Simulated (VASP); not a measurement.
# NbAs (I4_1md) in VASP: single point with PBE

Aim: the single point of NbAs with PBE.

All numbers are computed with VASP 6.6.1; they aren't measurements. Logs are shortened: lines on timing, memory, paths and dates and some standing lists are left out, and cuts for length are marked.

## 1. The cell of the first run

The structure is tetragonal, space group I4_1md (No. 109). The conventional cell has a = 3.452 Å, b = 3.452 Å, c = 11.680 Å, α = 90.00°, β = 90.00°, γ = 90.00°. Nb (site symmetry 2mm) has 6 As at 2.60 to 2.63 Å and 8 Nb at 3.39 to 3.45 Å within 3.5 Å. As (site symmetry 2mm) has 6 Nb at 2.60 to 2.63 Å and 8 As at 3.39 to 3.45 Å within 3.5 Å.

## 2. Single point, PBE

The input, INCAR:

```
SYSTEM = NbAs
  PREC = Accurate
  ENCUT = 520
  EDIFF = 1E-6
  ISMEAR = 0
  SIGMA = 0.1
  LREAL = .False.
  LASPH = .True.
  NELM = 60
  ALGO = Normal
  ISIF = 2
  LWAVE = .False.
  LCHARG = .False.
  GGA = PE
  NBANDS = 26
```

The input, KPOINTS:

```
regular mesh
0
Gamma
  8 8 8
  0 0 0
```

The input, POSCAR:

```
NbAs
1.0
   -1.7258500000      1.7258500000      5.8400000000
    1.7258500000     -1.7258500000      5.8400000000
    1.7258500000      1.7258500000     -5.8400000000
Nb As
2 2
Direct
    0.0000000000      0.0000000000      0.0000000000
    0.7500000000      0.2500000000      0.5000000000
    0.4160000000      0.4160000000      0.0000000000
    0.1660000000      0.6660000000      0.5000000000
```

Potentials or basis: VASP PAW PBE potentials, release 64 (Nb_sv, As).

Started as:

```sh
> cat potpaw_PBE.64/Nb_sv/POTCAR potpaw_PBE.64/As/POTCAR > POTCAR
> mpirun -np 1 vasp_std > vasp.out
```

OUTCAR:

```text
SYSTEM = NbAs
   PREC = Accurate
   ENCUT = 520
   EDIFF = 1E-6
   ISMEAR = 0
   LREAL = .False.
   LASPH = .True.
   NELM = 60
   ISIF = 2
   GGA = PE

 ion  position               nearest neighbor table
   1  0.000  0.000  0.000-   4 2.60   4 2.60   3 2.63   3 2.63   3 2.63   3 2.63
   2  0.750  0.250  0.500-   3 2.60   3 2.60   4 2.63   4 2.63   4 2.63   4 2.63
   3  0.416  0.416  0.000-   2 2.60   2 2.60   1 2.63   1 2.63   1 2.63   1 2.63
   4  0.166  0.666  0.500-   1 2.60   1 2.60   2 2.63   2 2.63   2 2.63   2 2.63

  LATTYP: Found a body centered tetragonal cell.
 ALAT       =     3.4517000000
 C/A-ratio  =     3.3838398470

  Lattice vectors:

 A1 = (  -1.7258500000,   1.7258500000,   5.8400000000)
 A2 = (   1.7258500000,  -1.7258500000,   5.8400000000)
 A3 = (   1.7258500000,   1.7258500000,  -5.8400000000)

Analysis of symmetry for initial positions (statically):
=====================================================================
 Subroutine PRICEL returns:
 Original cell was already a primitive cell.

 Routine SETGRP: Setting up the symmetry group for a
 body centered tetragonal supercell.

 Subroutine GETGRP returns: Found  8 space group operations
 (whereof  4 operations were pure point group operations)
 out of a pool of 16 trial point group operations.

The static configuration has the point symmetry C_2v.
 The point group associated with its full space group is C_4v.

Analysis of symmetry for dynamics (positions and initial velocities):
=====================================================================
 Subroutine PRICEL returns:
 Original cell was already a primitive cell.

 Routine SETGRP: Setting up the symmetry group for a
 body centered tetragonal supercell.

 Subroutine GETGRP returns: Found  8 space group operations
 (whereof  4 operations were pure point group operations)
 out of a pool of 16 trial point group operations.

The dynamic configuration has the point symmetry C_2v.
 The point group associated with its full space group is C_4v.

 Subroutine INISYM returns: Found  8 space group operations
 (whereof  4 operations are pure point group operations),
 and found     1 'primitive' translations

----------------------------------------------------------------------------------------

[... 87 lines left out ...]
   PREC   = accura    normal or accurate (medium, high low for compatibility)
   ISTART =      0    job   : 0-new  1-cont  2-samecut
   ICHARG =      2    charge: 1-file 2-atom 10-const
   ISPIN  =      1    spin polarized calculation?
   LNONCOLLINEAR =      F non collinear calculations
   LSORBIT =      F    spin-orbit coupling
   LASPH  =      T    aspherical Exc in radial PAW
   ENCUT  =  520.0 eV  38.22 Ry    6.18 a.u.  11.77 11.77 11.77*2*pi/ulx,y,z
   NELM   =     60;   NELMIN=  2; NELMDL= -5     # of ELM steps
   EDIFF  = 0.1E-05   stopping-criterion for ELM
   LREAL  =      F    real-space projection
   EDIFFG = 0.1E-04   stopping-criterion for IOM
   NSW    =      0    number of steps for IOM
   IBRION =     -1    ionic relax: 0-MD 1-quasi-New 2-CG
   NFREE  =      0    steps in history (QN), initial steepest desc. (CG)
   ISIF   =      2    stress and relaxation
   ISYM   =      2    0-nonsym 1-usesym 2-fastsym
   POTIM  = 0.5000    time-step for ionic-motion
   TEBEG  =    0.0;   TEEND  =   0.0 temperature during run
   PSTRESS=    0.0 pullay stress
   NELECT =      36.0000    total number of electrons
   NUPDOWN=      -1.0000    fix difference up-down
   EMIN   =  10.00;   EMAX   =-10.00  energy-range for DOS
   EFERMI =   0.00;   METHOD = LEGACY
   ISMEAR =     0;   SIGMA  =   0.10  broadening in eV -4-tet -1-fermi 0-gaus
   EFERMI_NEDOS =   21; number of points for ismear=-14 and -15
   IALGO  =     38    algorithm
   IMIX   =      4    mixing-type and parameters
     AMIX     =   0.40;   BMIX     =  1.00
     AMIX_MAG =   1.60;   BMIX_MAG =  1.00
  volume/ion in A,a.u.               =      17.39       117.39
  Fermi-wavevector in a.u.,A,eV,Ry     =   1.314264  2.483599 23.501213  1.727290
  Thomas-Fermi vector in A             =   2.444529
   LORBIT       =      0    0 simple, 1 ext, 2 COOP (PROOUT), +10 PAW based schemes
   GGA     = PE    functional components
   LHFCALC =     F    Hartree Fock is set to
   AEXX    =    0.0000 exact exchange contribution
   IVDW    =     0    specifies the selected vdW correction
   LEPSILON=     F    determine dielectric tensor
   LRPA    =     F    only Hartree local field effects (RPA)
 non-spin polarized calculation
 Gauss-broadening in eV      SIGMA  =   0.10
  energy-cutoff  :      520.00
  volume of cell :       69.58
 maximum number of plane-waves:      1894
   NGX = 23   NGY = 23   NGZ = 23

 number of electron      35.9999999 magnetization

 Free energy of the ion-electron system (eV)
  ---------------------------------------------------
  ext. energy  EPLUGINS =         0.00000000
  ---------------------------------------------------
  free energy    TOTEN  =       -32.49861063 eV

  energy without entropy =      -32.49290927  energy(sigma->0) =      -32.49575995

 E-fermi :   9.6542     XC(G=0): -11.8491

 val. band max:        9.6316070297   @ k =  -0.1250   0.3750   0.1250
 cond. band min:       9.6597831212   @ k =  -0.2500   0.5000   0.2500
 fundamental gap:      0.0281760915
 Fermi energy:         9.6541551995

 k-point     1 :       0.0000    0.0000    0.0000
  band No.  band energies     occupation
      1     -45.4848      2.00000
      2     -45.4563      2.00000
      3     -21.7027      2.00000
      4     -21.5960      2.00000
      5     -21.5960      2.00000
      6     -21.4373      2.00000
[... 685 lines left out ...]
     25      14.1131      0.00000
     26      15.5054      0.00000

 [... further k-points ...]
[... 5 lines left out ...]
  --------------------------------------------------------------------------------------
  -------------------------------------------------------------------------------------
  Total        1.3304106      1.3304106      1.6920831      0.0000000      0.0000000      0.0000000
  in kB       30.6349623     30.6349623     38.9630846      0.0000000      0.0000000      0.0000000
  external PRESSURE =      33.4110031 kB  Pullay stress =       0.0000000 kB

 VOLUME and BASIS-vectors are now :
 -----------------------------------------------------------------------------
  energy-cutoff  :      520.00
  volume of cell :       69.58
      direct lattice vectors                 reciprocal lattice vectors
    -1.725850000  1.725850000  5.840000000     0.000000000  0.289712316  0.085616438
     1.725850000 -1.725850000  5.840000000     0.289712316  0.000000000  0.085616438
     1.725850000  1.725850000 -5.840000000     0.289712316  0.289712316  0.000000000

 POSITION                                       TOTAL-FORCE (eV/Angst)
 -----------------------------------------------------------------------------------
      0.00000      0.00000      0.00000         0.000000     -0.000000     -0.298524
      0.00000      1.72585      2.92000        -0.000000      0.000000     -0.298524
      0.00000      0.00000      4.85888         0.000000     -0.000000      0.298524
      1.72585      0.00000      1.93888        -0.000000      0.000000      0.298524
 -----------------------------------------------------------------------------------
    total drift:                               -0.000000     -0.000000      0.000051

  FREE ENERGIE OF THE ION-ELECTRON SYSTEM (eV)
  ---------------------------------------------------
  free  energy   TOTEN  =       -32.4986106337 eV

  energy  without entropy=      -32.4929092658  energy(sigma->0) =      -32.49575995
```

OSZICAR:

```text
N       E                     dE             d eps       ncg     rms          rms(c)
DAV:   1     0.353382764212E+03    0.35338E+03   -0.18747E+04  3068   0.137E+03
DAV:   2    -0.721429504800E+01   -0.36060E+03   -0.35050E+03  3682   0.490E+02
DAV:   3    -0.325801870417E+02   -0.25366E+02   -0.24870E+02  5432   0.103E+02
DAV:   4    -0.343568239971E+02   -0.17766E+01   -0.17647E+01  4792   0.211E+01
DAV:   5    -0.344143241307E+02   -0.57500E-01   -0.57438E-01  5014   0.389E+00    0.110E+01
DAV:   6    -0.325042260184E+02    0.19101E+01   -0.64840E+00  4720   0.179E+01    0.311E+00
DAV:   7    -0.325040934287E+02    0.13259E-03   -0.43619E-01  4470   0.371E+00    0.193E+00
DAV:   8    -0.324980175555E+02    0.60759E-02   -0.61940E-02  4804   0.154E+00    0.393E-01
DAV:   9    -0.324983961586E+02   -0.37860E-03   -0.46703E-03  4868   0.488E-01    0.227E-01
DAV:  10    -0.324986276036E+02   -0.23145E-03   -0.10987E-03  3946   0.291E-01    0.298E-02
DAV:  11    -0.324986159870E+02    0.11617E-04   -0.64620E-05  4792   0.601E-02    0.148E-02
DAV:  12    -0.324986110932E+02    0.48939E-05   -0.49784E-06  4136   0.238E-02    0.496E-03
DAV:  13    -0.324986106337E+02    0.45943E-06   -0.23501E-07  2052   0.490E-03
   1 F= -.32498611E+02 E0= -.32495760E+02  d E =-.570137E-02
```

stdout:

```text
POSCAR found type information on POSCAR NbAs
 POSCAR found :  2 types and       4 ions
 scaLAPACK will be used
 LDA part: xc-table for (Slater+PW92), standard interpolation
 POSCAR, INCAR and KPOINTS ok, starting setup
 FFT: planning ... GRIDC
 FFT: planning ... GRID_SOFT
 FFT: planning ... GRID
 WAVECAR not read
 entering main loop
```

Run time: 2.2 min. Hardware: 1 thread of Intel Xeon 6975P-C (Granite Rapids), shared host; peak memory 0.36 GiB.

What came out:

```
Free energy            : -32.4986 eV
Pressure               : 3.3 GPa
Largest force          : 0.299 eV/Å
Band gap on the k mesh : zero (bands 18 and 19 overlap by 0.03 eV)
```

Forces in eV/Å, atoms in the order of the input:
```
Nb   0.000  0.000 -0.299
Nb   0.000  0.000 -0.299
As   0.000  0.000  0.299
As   0.000  0.000  0.299
```

Caveat: the cell stands under pressure.
